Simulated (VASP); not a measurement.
# Mg2C3 (C2/m) in VASP: a series of runs

The runs below take Mg2C3 through single point, with r2SCAN.

Everything below comes from runs of VASP 6.6.1. Logs are shortened: lines on timing, memory, paths and dates and some standing lists are left out, and cuts for length are marked.

## Step 1: The cell of the first run

The structure is monoclinic, space group C2/m (No. 12). Conventional cell: a = 4.909 Å, b = 4.811 Å, c = 4.765 Å, α = 90.00°, β = 105.47°, γ = 90.00°. Within 2.8 Å of Mg (site symmetry m) lie 7 C at 2.11 to 2.77 Å. Within 1.7 Å of C (site symmetry m) lie 1 C at 1.28 Å. Within 1.7 Å of C (site symmetry 2/m) lie 2 C at 1.28 Å.

## Step 2: Single point, r2SCAN

The input, POSCAR:

```
Mg2C3
1.0
    2.4542975558     -2.4053452084     -0.0060011384
    2.4542975558      2.4053452084     -0.0060011384
   -1.2598964179      0.0000000000      4.5957166046
Mg C
2 3
Direct
    0.8082382625      0.8082382625      0.1984312469
    0.1917617375      0.1917617375      0.8015687531
    0.3041690745      0.3041690745      0.2614645499
    0.6958309255      0.6958309255      0.7385354501
    0.5000000000      0.5000000000      0.5000000000
```

The input, INCAR.step1:

```
SYSTEM = Mg2C3
PREC = Accurate ; ENCUT = 520
ISMEAR = 0 ; SIGMA = 0.05
LREAL = .FALSE. ; LASPH = .TRUE.
NELM = 100 ; NBANDS = 16
GGA = PE ; ALGO = Normal
EDIFF = 1E-4 ; LWAVE = .TRUE.
LCHARG = .FALSE.
```

The input, INCAR.step2:

```
SYSTEM = Mg2C3
PREC = Accurate ; ENCUT = 520
EDIFF = 1E-6 ; ISMEAR = 0
SIGMA = 0.05 ; LREAL = .FALSE.
LASPH = .TRUE. ; NELM = 100
ALGO = Normal ; ISIF = 2
LWAVE = .FALSE. ; LCHARG = .TRUE.
METAGGA = R2SCAN ; LMIXTAU = .TRUE.
LELF = .TRUE. ; LVHAR = .TRUE.
NBANDS = 16 ; ISTART = 1
```

The input, KPOINTS:

```
Automatic mesh
0
G
  10 10 6
  0 0 0
```

Potentials or basis: VASP PAW PBE potentials, release 64 (Mg, C).

On the command line:

```sh
cat potpaw_PBE.64/Mg/POTCAR potpaw_PBE.64/C/POTCAR > POTCAR
cp INCAR.step1 INCAR
mpirun -np 1 vasp_std > vasp.out
cp INCAR.step2 INCAR
mpirun -np 1 vasp_std > vasp.out
```

OUTCAR:

```text
SYSTEM = Mg2C3
   PREC = Accurate
   ENCUT = 520
   EDIFF = 1E-6
   ISMEAR = 0
   LREAL = .FALSE.
   LASPH = .TRUE.
   NELM = 100
   ISIF = 2
   METAGGA = R2SCAN
   ISTART = 1

 ion  position               nearest neighbor table
   1  0.808  0.808  0.198-   4 2.11   5 2.35   3 2.37   3 2.42   3 2.42   3 2.57   4 2.77   5 2.83
                             5 2.83   2 2.99   2 3.00   2 3.02   2 3.02   2 3.11
   2  0.192  0.192  0.802-   3 2.11   5 2.35   4 2.37   4 2.42   4 2.42   4 2.57   3 2.77   5 2.83
                             5 2.83   1 2.99   1 3.00   1 3.02   1 3.02   1 3.11
   3  0.304  0.304  0.261-   5 1.28   2 2.11   1 2.37   1 2.42   1 2.42   1 2.57   2 2.77
   4  0.696  0.696  0.739-   5 1.28   1 2.11   2 2.37   2 2.42   2 2.42   2 2.57   1 2.77
   5  0.500  0.500  0.500-   3 1.28   4 1.28   1 2.35   2 2.35   2 2.83   2 2.83   1 2.83   1 2.83

  LATTYP: Found a base centered monoclinic cell.
 ALAT       =     4.9086097853
 B/A-ratio  =     0.9800515069
 C/A-ratio  =     0.9708015403
 COS(beta)  =    -0.2667478666

  Lattice vectors:

 A1 = (   2.4542975558,  -2.4053452084,  -0.0060011384)
 A2 = (   2.4542975558,   2.4053452084,  -0.0060011384)
 A3 = (  -1.2598964179,   0.0000000000,   4.5957166046)

Analysis of symmetry for initial positions (statically):
=====================================================================
 Subroutine PRICEL returns:
 Original cell was already a primitive cell.

 Routine SETGRP: Setting up the symmetry group for a
 base centered monoclinic supercell.

 Subroutine GETGRP returns: Found  4 space group operations
 (whereof  4 operations were pure point group operations)
 out of a pool of  4 trial point group operations.

The static configuration has the point symmetry C_2h.

Analysis of symmetry for dynamics (positions and initial velocities):
=====================================================================
 Subroutine PRICEL returns:
 Original cell was already a primitive cell.

 Routine SETGRP: Setting up the symmetry group for a
 base centered monoclinic supercell.

 Subroutine GETGRP returns: Found  4 space group operations
 (whereof  4 operations were pure point group operations)
 out of a pool of  4 trial point group operations.

The dynamic configuration has the point symmetry C_2h.

 Subroutine INISYM returns: Found  4 space group operations
 (whereof  4 operations are pure point group operations),
 and found     1 'primitive' translations

----------------------------------------------------------------------------------------

                                     Primitive cell

  volume of cell :      54.2246

  direct lattice vectors                    reciprocal lattice vectors
     2.454297556 -2.405345208 -0.006001138     0.203860933 -0.207870371  0.055887619
     2.454297556  2.405345208 -0.006001138     0.203860933  0.207870371  0.055887619
    -1.259896418  0.000000000  4.595716605     0.000532408  0.000000000  0.217739879

  length of vectors
     3.436465928  3.436465928  4.765285940     0.296467194  0.296467194  0.217740530

  position of ions in fractional coordinates (direct lattice)
     0.808238262  0.808238262  0.198431247
     0.191761738  0.191761738  0.801568753
     0.304169075  0.304169075  0.261464550
     0.695830925  0.695830925  0.738535450
     0.500000000  0.500000000  0.500000000

  ion indices of the primitive-cell ions
   primitive index   ion index
                 1           1
                 2           2
                 3           3
                 4           4
                 5           5

----------------------------------------------------------------------------------------

 KPOINTS: Automatic mesh

Automatic generation of k-mesh.
 Grid dimensions read from file:
 generate k-points for:   10   10    6

 Generating k-lattice:

  Cartesian coordinates                     Fractional coordinates (reciprocal lattice)
     0.020386093 -0.020787037  0.005588762     0.100000000  0.000000000 -0.000000000
     0.020386093  0.020787037  0.005588762     0.000000000  0.100000000 -0.000000000
     0.000088735  0.000000000  0.036289980     0.000000000  0.000000000  0.166666667

  Length of vectors
     0.029646719  0.029646719  0.036290088

  Shift w.r.t. Gamma in fractional coordinates (k-lattice)
     0.000000000  0.000000000  0.000000000

 Subroutine IBZKPT returns following result:
 ===========================================

 Found    172 irreducible k-points:

 Following reciprocal coordinates:
            Coordinates               Weight
  0.000000  0.000000  0.000000      1.000000
  0.100000 -0.000000  0.000000      4.000000
  0.200000 -0.000000  0.000000      4.000000
  0.300000 -0.000000 -0.000000      4.000000
  0.400000  0.000000  0.000000      4.000000
  0.500000  0.000000  0.000000      2.000000
[... 16 lines left out ...]
  0.300000  0.300000 -0.000000      2.000000
  0.400000  0.300000 -0.000000      4.000000
 [... further k-points ...]
   k-points           NKPTS =    172   k-points in BZ     NKDIM =    172   number of bands    NBANDS=     16
   number of dos      NEDOS =    301   number of ions     NIONS =      5
   total plane-waves  NPLWV =  28224
   dimension x,y,z NGX =    28 NGY =   28 NGZ =   36
   dimension x,y,z NGXF=    56 NGYF=   56 NGZF=   72
   ions per type =               2   3
   NGX,Y,Z   is equivalent  to a cutoff of  13.55, 13.55, 12.56 a.u.
   NGXF,Y,Z  is equivalent  to a cutoff of  27.09, 27.09, 25.12 a.u.
 SYSTEM =  Mg2C3
   PREC   = accura    normal or accurate (medium, high low for compatibility)
   ISTART =      1    job   : 0-new  1-cont  2-samecut
   ICHARG =      0    charge: 1-file 2-atom 10-const
   ISPIN  =      1    spin polarized calculation?
   LNONCOLLINEAR =      F non collinear calculations
   LSORBIT =      F    spin-orbit coupling
   LASPH  =      T    aspherical Exc in radial PAW
   ENCUT  =  520.0 eV  38.22 Ry    6.18 a.u.   6.39  6.39  8.86*2*pi/ulx,y,z
   NELM   =    100;   NELMIN=  2; NELMDL=  0     # of ELM steps
   EDIFF  = 0.1E-05   stopping-criterion for ELM
   LREAL  =      F    real-space projection
   EDIFFG = 0.1E-04   stopping-criterion for IOM
   NSW    =      0    number of steps for IOM
   IBRION =     -1    ionic relax: 0-MD 1-quasi-New 2-CG
   NFREE  =      0    steps in history (QN), initial steepest desc. (CG)
   ISIF   =      2    stress and relaxation
   ISYM   =      2    0-nonsym 1-usesym 2-fastsym
   POTIM  = 0.5000    time-step for ionic-motion
   TEBEG  =    0.0;   TEEND  =   0.0 temperature during run
   PSTRESS=    0.0 pullay stress
   NELECT =      16.0000    total number of electrons
   NUPDOWN=      -1.0000    fix difference up-down
   EMIN   =  10.00;   EMAX   =-10.00  energy-range for DOS
   EFERMI =   0.00;   METHOD = LEGACY
   ISMEAR =     0;   SIGMA  =   0.05  broadening in eV -4-tet -1-fermi 0-gaus
   EFERMI_NEDOS =   21; number of points for ismear=-14 and -15
   IALGO  =     38    algorithm
   IMIX   =      4    mixing-type and parameters
     AMIX     =   0.40;   BMIX     =  1.00
     AMIX_MAG =   1.60;   BMIX_MAG =  1.00
  volume/ion in A,a.u.               =      10.84        73.19
  Fermi-wavevector in a.u.,A,eV,Ry     =   1.089890  2.059593 16.161815  1.187860
  Thomas-Fermi vector in A             =   2.226103
   LORBIT       =      0    0 simple, 1 ext, 2 COOP (PROOUT), +10 PAW based schemes
   METAGGA = R2SCAN    functional components
   LHFCALC =     F    Hartree Fock is set to
   AEXX    =    0.0000 exact exchange contribution
   IVDW    =     0    specifies the selected vdW correction
   LEPSILON=     F    determine dielectric tensor
   LRPA    =     F    only Hartree local field effects (RPA)
 non-spin polarized calculation
 Gauss-broadening in eV      SIGMA  =   0.05
  energy-cutoff  :      520.00
  volume of cell :       54.22
 maximum number of plane-waves:      1482
 NGX is ok and might be reduce to    28
   NGX = 13   NGY = 13   NGZ = 17

 number of electron      15.9999999 magnetization

 Free energy of the ion-electron system (eV)
  ---------------------------------------------------
  ext. energy  EPLUGINS =         0.00000000
  ---------------------------------------------------
  free energy    TOTEN  =       -37.34390829 eV

  energy without entropy =      -37.34390829  energy(sigma->0) =      -37.34390829

 E-fermi :   4.8659     XC(G=0): -10.9196

 val. band max:        4.6020410319   @ k =   0.1000   0.1000   0.3333
 cond. band min:       6.7964080282   @ k =   0.5000   0.5000   0.1667
 fundamental gap:      2.1943669963
 Fermi energy:         4.8659200915

 k-point     1 :       0.0000    0.0000    0.0000
  band No.  band energies     occupation
      1     -12.7074      2.00000
      2      -8.4095      2.00000
      3      -3.0642      2.00000
      4      -0.1133      2.00000
      5       0.6275      2.00000
      6       1.4188      2.00000
[... 8 lines left out ...]
     15      15.0416      0.00000
     16      15.8280      0.00000

 k-point     2 :       0.1000   -0.0000    0.0000
  band No.  band energies     occupation
      1     -12.6607      2.00000
      2      -8.4119      2.00000
      3      -2.9913      2.00000
      4      -0.2874      2.00000
      5       0.4594      2.00000
      6       1.3228      2.00000
[... 8 lines left out ...]
     15      14.5490      0.00000
     16      16.0222      0.00000

 k-point     3 :       0.2000   -0.0000    0.0000
  band No.  band energies     occupation
      1     -12.5329      2.00000
      2      -8.4239      2.00000
      3      -2.8038      2.00000
      4      -0.8270      2.00000
      5       0.3138      2.00000
      6       1.1268      2.00000
[... 8 lines left out ...]
     15      14.1669      0.00000
     16      15.7705      0.00000
[... 362 lines left out ...]
 k-point    23 :       0.3000    0.3000   -0.0000
  band No.  band energies     occupation
      1     -12.0570      2.00000
      2      -8.4663      2.00000
      3      -1.7536      2.00000
      4      -1.4425      2.00000
      5      -0.8885      2.00000
      6      -0.2154      2.00000
[... 8 lines left out ...]
     15      15.3864      0.00000
     16      15.9199      0.00000

 k-point    24 :       0.4000    0.3000   -0.0000
  band No.  band energies     occupation
      1     -11.9322      2.00000
      2      -8.4478      2.00000
      3      -2.0853      2.00000
      4      -1.3831      2.00000
      5      -0.6318      2.00000
      6      -0.3611      2.00000
[... 8 lines left out ...]
     15      15.6611      0.00000
     16      16.2097      0.00000

 [... further k-points ...]
[... 5 lines left out ...]
  --------------------------------------------------------------------------------------
  -------------------------------------------------------------------------------------
  Total        0.5114393     -1.7419742      8.8877919      0.0000000      0.0000000      4.5751075
  in kB       15.1115168    -51.4701772    262.6079165      0.0000000      0.0000000    135.1808712
  external PRESSURE =      75.4164187 kB  Pullay stress =       0.0000000 kB

 VOLUME and BASIS-vectors are now :
 -----------------------------------------------------------------------------
  energy-cutoff  :      520.00
  volume of cell :       54.22
      direct lattice vectors                 reciprocal lattice vectors
     2.454297556 -2.405345208 -0.006001138     0.203860933 -0.207870371  0.055887619
     2.454297556  2.405345208 -0.006001138     0.203860933  0.207870371  0.055887619
    -1.259896418  0.000000000  4.595716605     0.000532408  0.000000000  0.217739879

 POSITION                                       TOTAL-FORCE (eV/Angst)
 -----------------------------------------------------------------------------------
      3.71731      0.00000      0.90223         0.057230      0.000000      0.320246
     -0.06861      0.00000      3.68148        -0.057230      0.000000     -0.320246
      1.16362      0.00000      1.19797        -1.850389      0.000000     -1.984812
      2.48507      0.00000      3.38575         1.850389      0.000000      1.984812
      1.82435      0.00000      2.29186        -0.000000      0.000000     -0.000000
 -----------------------------------------------------------------------------------
    total drift:                                0.000000      0.000000      0.000000

  FREE ENERGIE OF THE ION-ELECTRON SYSTEM (eV)
  ---------------------------------------------------
  free  energy   TOTEN  =       -37.3439082878 eV

  energy  without entropy=      -37.3439082878  energy(sigma->0) =      -37.34390829
```

Wall time 3.4 min (1 thread of Intel Xeon 6975P-C (Granite Rapids), shared host); peak memory 0.27 GiB.

Results:

* Free energy: -37.3439 eV
* Pressure: 7.5 GPa
* Largest force: 2.714 eV/Å
* Band gap on the k mesh: 2.19 eV, indirect (least direct gap 3.06 eV)

Forces on the atoms (eV/Å):
```
Mg   0.057  0.000  0.320
Mg  -0.057  0.000 -0.320
C   -1.850  0.000 -1.985
C    1.850  0.000  1.985
C    0.000  0.000  0.000
```

Stress tensor (GPa, compression positive):
```
 1.51  0.00 13.52
 0.00 -5.15  0.00
13.52  0.00 26.26
```

Caveat: the PAW data sets were made with another functional, which shifts forces and pressure a little.

(Continued in part 2 of 3.)
